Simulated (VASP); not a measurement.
# W (P-1) in VASP: single point with PBE

Aim: the single point of W with PBE.

All numbers are computed with VASP 6.6.1; they aren't measurements. Logs are shortened: lines on timing, memory, paths and dates and some standing lists are left out, and cuts for length are marked.

### 1 The cell of the first run

The typed cell holds 2 atoms: a = 3.184 Å, b = 3.184 Å, c = 3.184 Å, α = 90.00°, β = 90.00°, γ = 90.00°.

### 2 Single point, PBE (atoms moved at random)

The input, INCAR:

```
ALGO = Fast
EDIFF = 1E-7
ENCUT = 520
GGA = PE
ISIF = 2
ISMEAR = 0
LASPH = T
LCHARG = T
LELF = T
LREAL = F
LVHAR = T
LWAVE = F
NBANDS = 21
NELM = 80
PREC = Accurate
SIGMA = 0.15
```

The input, KPOINTS:

```
k-points
0
Gamma
  10 10 10
```

The input, POSCAR:

```
W
1.0
    0.0000000000     -3.1835586448      0.0000000000
   -3.1835586448      0.0000000000      0.0000000000
    0.0000000000      0.0000000000     -3.1835586448
W
2
Direct
    0.4653338586      0.5048128970      0.4880848567
    0.0346661414     -0.0048128970      0.0119151433
```

Potentials or basis: VASP PAW PBE potentials, release 64 (W_sv).

Command:

```
$ cat potpaw_PBE.64/W_sv/POTCAR > POTCAR
$ mpirun -np 1 vasp_std > vasp.out
```

OUTCAR:

```text
EDIFF = 1E-7
   ENCUT = 520
   GGA = PE
   ISIF = 2
   ISMEAR = 0
   LASPH = T
   LREAL = F
   NELM = 80
   PREC = Accurate

 ion  position               nearest neighbor table
   1  0.465  0.505  0.488-   2 2.57   2 2.61   2 2.66   2 2.70   2 2.83   2 2.87   2 2.92   2 2.95

   2  0.035  0.995  0.012-   1 2.57   1 2.61   1 2.66   1 2.70   1 2.83   1 2.87   1 2.92   1 2.95

  LATTYP: Found a simple cubic cell.
 ALAT       =     3.1835586448

  Lattice vectors:

 A1 = (   0.0000000000,  -3.1835586448,   0.0000000000)
 A2 = (  -3.1835586448,   0.0000000000,   0.0000000000)
 A3 = (   0.0000000000,   0.0000000000,  -3.1835586448)

Analysis of symmetry for initial positions (statically):
=====================================================================
 Subroutine PRICEL returns:
 Original cell was already a primitive cell.

 Routine SETGRP: Setting up the symmetry group for a
 simple cubic supercell.

 Subroutine GETGRP returns: Found  2 space group operations
 (whereof  1 operations were pure point group operations)
 out of a pool of 48 trial point group operations.

The static configuration has the point symmetry C_1 .
 The point group associated with its full space group is S_2 .

Analysis of symmetry for dynamics (positions and initial velocities):
=====================================================================
 Subroutine PRICEL returns:
 Original cell was already a primitive cell.

 Routine SETGRP: Setting up the symmetry group for a
 simple cubic supercell.

 Subroutine GETGRP returns: Found  2 space group operations
 (whereof  1 operations were pure point group operations)
 out of a pool of 48 trial point group operations.

The dynamic configuration has the point symmetry C_1 .
 The point group associated with its full space group is S_2 .

 Subroutine INISYM returns: Found  2 space group operations
 (whereof  1 operations are pure point group operations),
 and found     1 'primitive' translations

----------------------------------------------------------------------------------------

                                     Primitive cell

  volume of cell :      32.2655

  direct lattice vectors                    reciprocal lattice vectors
     0.000000000 -3.183558645  0.000000000     0.000000000 -0.314113893  0.000000000
    -3.183558645  0.000000000  0.000000000    -0.314113893  0.000000000  0.000000000
     0.000000000  0.000000000 -3.183558645     0.000000000  0.000000000 -0.314113893

  length of vectors
     3.183558645  3.183558645  3.183558645     0.314113893  0.314113893  0.314113893

  position of ions in fractional coordinates (direct lattice)
     0.465333859  0.504812897  0.488084857
     0.034666141  0.995187103  0.011915143

  ion indices of the primitive-cell ions
   primitive index   ion index
                 1           1
                 2           2

----------------------------------------------------------------------------------------

 KPOINTS: k-points

Automatic generation of k-mesh.
 Grid dimensions read from file:
 generate k-points for:   10   10   10

 Generating k-lattice:

  Cartesian coordinates                     Fractional coordinates (reciprocal lattice)
     0.000000000 -0.031411389  0.000000000     0.100000000  0.000000000  0.000000000
    -0.031411389  0.000000000  0.000000000     0.000000000  0.100000000  0.000000000
     0.000000000  0.000000000 -0.031411389     0.000000000  0.000000000  0.100000000

  Length of vectors
     0.031411389  0.031411389  0.031411389

  Shift w.r.t. Gamma in fractional coordinates (k-lattice)
     0.000000000  0.000000000  0.000000000

 Subroutine IBZKPT returns following result:
 ===========================================

 Found    504 irreducible k-points:

 Following reciprocal coordinates:
            Coordinates               Weight
  0.000000  0.000000  0.000000      1.000000
  0.100000  0.000000  0.000000      2.000000
  0.000000  0.100000  0.000000      2.000000
  0.000000  0.000000  0.100000      2.000000
  0.200000  0.000000  0.000000      2.000000
  0.000000  0.200000  0.000000      2.000000
[... 16 lines left out ...]
  0.200000  0.100000  0.000000      2.000000
  0.000000  0.200000  0.100000      2.000000
 [... further k-points ...]
   k-points           NKPTS =    504   k-points in BZ     NKDIM =    504   number of bands    NBANDS=     21
   number of dos      NEDOS =    301   number of ions     NIONS =      2
   total plane-waves  NPLWV =  13824
   dimension x,y,z NGX =    24 NGY =   24 NGZ =   24
   dimension x,y,z NGXF=    48 NGYF=   48 NGZF=   48
   ions per type =               2
   NGX,Y,Z   is equivalent  to a cutoff of  12.53, 12.53, 12.53 a.u.
   NGXF,Y,Z  is equivalent  to a cutoff of  25.07, 25.07, 25.07 a.u.
 SYSTEM =  unknown system
   PREC   = accura    normal or accurate (medium, high low for compatibility)
   ISTART =      0    job   : 0-new  1-cont  2-samecut
   ICHARG =      2    charge: 1-file 2-atom 10-const
   ISPIN  =      1    spin polarized calculation?
   LNONCOLLINEAR =      F non collinear calculations
   LSORBIT =      F    spin-orbit coupling
   LASPH  =      T    aspherical Exc in radial PAW
   ENCUT  =  520.0 eV  38.22 Ry    6.18 a.u.   5.92  5.92  5.92*2*pi/ulx,y,z
   NELM   =     80;   NELMIN=  2; NELMDL= -5     # of ELM steps
   EDIFF  = 0.1E-06   stopping-criterion for ELM
   LREAL  =      F    real-space projection
   EDIFFG = 0.1E-05   stopping-criterion for IOM
   NSW    =      0    number of steps for IOM
   IBRION =     -1    ionic relax: 0-MD 1-quasi-New 2-CG
   NFREE  =      0    steps in history (QN), initial steepest desc. (CG)
   ISIF   =      2    stress and relaxation
   ISYM   =      2    0-nonsym 1-usesym 2-fastsym
   POTIM  = 0.5000    time-step for ionic-motion
   TEBEG  =    0.0;   TEEND  =   0.0 temperature during run
   PSTRESS=    0.0 pullay stress
   NELECT =      28.0000    total number of electrons
   NUPDOWN=      -1.0000    fix difference up-down
   EMIN   =  10.00;   EMAX   =-10.00  energy-range for DOS
   EFERMI =   0.00;   METHOD = LEGACY
   ISMEAR =     0;   SIGMA  =   0.15  broadening in eV -4-tet -1-fermi 0-gaus
   EFERMI_NEDOS =   21; number of points for ismear=-14 and -15
   IALGO  =     68    algorithm
   IMIX   =      4    mixing-type and parameters
     AMIX     =   0.40;   BMIX     =  1.00
     AMIX_MAG =   1.60;   BMIX_MAG =  1.00
  volume/ion in A,a.u.               =      16.13       108.87
  Fermi-wavevector in a.u.,A,eV,Ry     =   1.561522  2.950848 33.175760  2.438350
  Thomas-Fermi vector in A             =   2.664575
   LORBIT       =      0    0 simple, 1 ext, 2 COOP (PROOUT), +10 PAW based schemes
   GGA     = PE    functional components
   LHFCALC =     F    Hartree Fock is set to
   AEXX    =    0.0000 exact exchange contribution
   IVDW    =     0    specifies the selected vdW correction
   LEPSILON=     F    determine dielectric tensor
   LRPA    =     F    only Hartree local field effects (RPA)
 non-spin polarized calculation
 RMM-DIIS sequential band-by-band and
 Gauss-broadening in eV      SIGMA  =   0.15
  energy-cutoff  :      520.00
  volume of cell :       32.27
 maximum number of plane-waves:       912
   NGX = 11   NGY = 11   NGZ = 11

 number of electron      28.0000005 magnetization

 Free energy of the ion-electron system (eV)
  ---------------------------------------------------
  ext. energy  EPLUGINS =         0.00000000
  ---------------------------------------------------
  free energy    TOTEN  =       -25.63204662 eV

  energy without entropy =      -25.62102047  energy(sigma->0) =      -25.62653355

 E-fermi :  10.9645     XC(G=0): -13.5173

 val. band max:       10.9606708774   @ k =   0.0000  -0.1000   0.3000
 cond. band min:      10.9673220065   @ k =   0.0000  -0.2000   0.2000
 fundamental gap:      0.0066511292
 Fermi energy:        10.9645189407

 k-point     1 :       0.0000    0.0000    0.0000
  band No.  band energies     occupation
      1     -62.9862      2.00000
      2     -62.7326      2.00000
      3     -27.5028      2.00000
      4     -27.4780      2.00000
      5     -27.4033      2.00000
      6     -26.6154      2.00000
[... 13 lines left out ...]
     20      19.3633      0.00000
     21      19.4537      0.00000

 k-point     2 :       0.1000    0.0000    0.0000
  band No.  band energies     occupation
      1     -62.9810      2.00000
      2     -62.7363      2.00000
      3     -27.4892      2.00000
      4     -27.4604      2.00000
      5     -27.4004      2.00000
      6     -26.6546      2.00000
[... 13 lines left out ...]
     20      19.3338      0.00000
     21      20.4505      0.00000

 k-point     3 :       0.0000    0.1000    0.0000
  band No.  band energies     occupation
      1     -62.9793      2.00000
      2     -62.7380      2.00000
      3     -27.4975      2.00000
      4     -27.4661      2.00000
      5     -27.3868      2.00000
      6     -26.6303      2.00000
[... 13 lines left out ...]
     20      18.5522      0.00000
     21      20.5946      0.00000

 k-point     4 :       0.0000    0.0000    0.1000
  band No.  band energies     occupation
      1     -62.9795      2.00000
      2     -62.7378      2.00000
      3     -27.4985      2.00000
      4     -27.4608      2.00000
      5     -27.3908      2.00000
      6     -26.6328      2.00000
[... 13 lines left out ...]
     20      18.6403      0.00000
     21      20.6071      0.00000

 k-point     5 :       0.2000    0.0000    0.0000
  band No.  band energies     occupation
      1     -62.9666      2.00000
      2     -62.7469      2.00000
      3     -27.4602      2.00000
      4     -27.4106      2.00000
      5     -27.3783      2.00000
      6     -26.7645      2.00000
[... 13 lines left out ...]
     20      17.7776      0.00000
     21      22.5386      0.00000
[... 382 lines left out ...]
     20      19.5211      0.00000
     21      19.9914      0.00000

 k-point    22 :       0.0000   -0.1000    0.1000
  band No.  band energies     occupation
      1     -62.9729      2.00000
      2     -62.7429      2.00000
      3     -27.5147      2.00000
      4     -27.4426      2.00000
      5     -27.3635      2.00000
      6     -26.6688      2.00000
[... 13 lines left out ...]
     20      19.2946      0.00000
     21      20.1581      0.00000

 k-point    23 :       0.2000    0.1000    0.0000
  band No.  band energies     occupation
      1     -62.9606      2.00000
      2     -62.7514      2.00000
      3     -27.5329      2.00000
      4     -27.3936      2.00000
      5     -27.2977      2.00000
      6     -26.8333      2.00000
[... 13 lines left out ...]
     20      18.2821      0.00000
     21      21.6686      0.00000

 k-point    24 :       0.0000    0.2000    0.1000
  band No.  band energies     occupation
      1     -62.9541      2.00000
      2     -62.7580      2.00000
      3     -27.5596      2.00000
      4     -27.3649      2.00000
      5     -27.3042      2.00000
      6     -26.7783      2.00000
[... 13 lines left out ...]
     20      17.8309      0.00000
     21      21.8435      0.00000

 [... further k-points ...]
[... 5 lines left out ...]
  --------------------------------------------------------------------------------------
  -------------------------------------------------------------------------------------
  Total        1.4466231      0.8225906      1.4108373     -0.1232667      0.2960279     -0.0888554
  in kB       71.8335617     40.8465859     70.0565843     -6.1209359     14.6995727     -4.4122056
  external PRESSURE =      60.9122440 kB  Pullay stress =       0.0000000 kB

 VOLUME and BASIS-vectors are now :
 -----------------------------------------------------------------------------
  energy-cutoff  :      520.00
  volume of cell :       32.27
      direct lattice vectors                 reciprocal lattice vectors
     0.000000000 -3.183558645  0.000000000     0.000000000 -0.314113893  0.000000000
    -3.183558645  0.000000000  0.000000000    -0.314113893  0.000000000  0.000000000
     0.000000000  0.000000000 -3.183558645     0.000000000  0.000000000 -0.314113893

 POSITION                                       TOTAL-FORCE (eV/Angst)
 -----------------------------------------------------------------------------------
     -1.60710     -1.48142     -1.55385         0.310096     -2.275625     -0.772004
     -3.16824     -0.11036     -0.03793        -0.310096      2.275625      0.772004
 -----------------------------------------------------------------------------------
    total drift:                               -0.000000     -0.000000      0.000000

  FREE ENERGIE OF THE ION-ELECTRON SYSTEM (eV)
  ---------------------------------------------------
  free  energy   TOTEN  =       -25.6320466242 eV

  energy  without entropy=      -25.6210204745  energy(sigma->0) =      -25.62653355
```

It took 2.5 min on 1 thread of AMD EPYC 9R45 (Zen 5), shared host; peak memory 0.32 GiB.

Results:

| Property | Result |
| --- | --- |
| Free energy | -25.6320 eV |
| Pressure | 6.1 GPa |
| Largest force | 2.423 eV/Å |
| Band gap on the k mesh | zero (band 14 reaches 11.83 eV, above the bottom of band 15 at 10.62 eV) |

Forces on the atoms (eV/Å):
```
W    0.310 -2.276 -0.772
W   -0.310  2.276  0.772
```

Stress tensor (GPa, compression positive):
```
 7.18 -0.61 -0.44
-0.61  4.08  1.47
-0.44  1.47  7.01
```

Levels at points of the mesh, in eV from the Fermi level:
| k point | band 12 | band 13 | band 14 | band 15 | band 16 | band 17 |
| --- | --- | --- | --- | --- | --- | --- |
| (0.00, 0.00, 0.00) | -1.23 | -0.79 | -0.79 | 1.80 | 2.58 | 4.79 |
| (0.50, 0.00, 0.00) | -1.51 | -0.46 | -0.37 | -0.34 | 0.06 | 0.53 |
| (0.00, 0.50, 0.00) | -2.92 | -0.78 | -0.74 | 0.39 | 0.49 | 2.05 |
| (0.00, 0.00, 0.50) | -2.69 | -0.79 | -0.72 | 0.28 | 0.53 | 1.81 |
| (0.50, 0.50, 0.00) | -3.26 | 0.60 | 0.69 | 2.52 | 2.74 | 3.20 |
| (0.00, 0.50, 0.50) | -3.03 | 0.80 | 0.86 | 2.06 | 2.17 | 3.24 |
| (0.50, 0.00, 0.50) | -3.28 | 0.54 | 0.75 | 2.41 | 2.94 | 3.10 |
| (0.50, 0.50, 0.50) | -2.67 | -2.29 | -2.24 | 3.40 | 3.41 | 3.42 |

Caveat: the cell differs from its parent crystal (atoms moved at random); spin-orbit coupling is left out, which moves the levels of the heavy elements; forces of over 1 eV/Å act on the atoms, so gaps and moduli don't describe the material at rest.
